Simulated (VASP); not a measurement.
A run of VASP 6.6.1 is set up as follows.

INCAR

```
SYSTEM = C
ALGO = Normal
EDIFF = 1E-7
ENCUT = 520
GGA = PE
ISIF = 2
ISMEAR = 0
LASPH = .True.
LCHARG = .False.
LREAL = .False.
LWAVE = .False.
NBANDS = 11
NELM = 60
PREC = Accurate
SIGMA = 0.05
```

The input KPOINTS:

```
k-points
0
Gamma
  12 12 12
  0 0 0
```

File POSCAR:

```
C
1.0
    0.0000000000      1.8303809705      1.8750244088
    1.8303809705      0.0000000000      1.8750244088
    1.8303809705      1.8303809705      0.0000000000
C
2
Direct
    0.5000000000      0.5000000000      0.5000000000
    0.7500000000      0.7500000000      0.7500000000
```

Potentials or basis: VASP PAW PBE potentials, release 64 (C).

Command:

```bash
$ cat potpaw_PBE.64/C/POTCAR > POTCAR
$ mpirun -np 1 vasp_std > vasp.out
```

Question: What does it give for the band gap on the k mesh?

Answer: 3.64 eV, indirect (least direct gap 5.10 eV).

Question: Estimate the pressure.

Answer: -35.0 GPa.

Stress tensor (GPa, compression positive):
```
-28.16   0.00   0.00
  0.00 -28.16   0.00
  0.00   0.00 -48.64
```

Caveat: the cell differs from its parent crystal (strain +0.025 along x and y, +0.050 along z). A k mesh can miss the band edges.
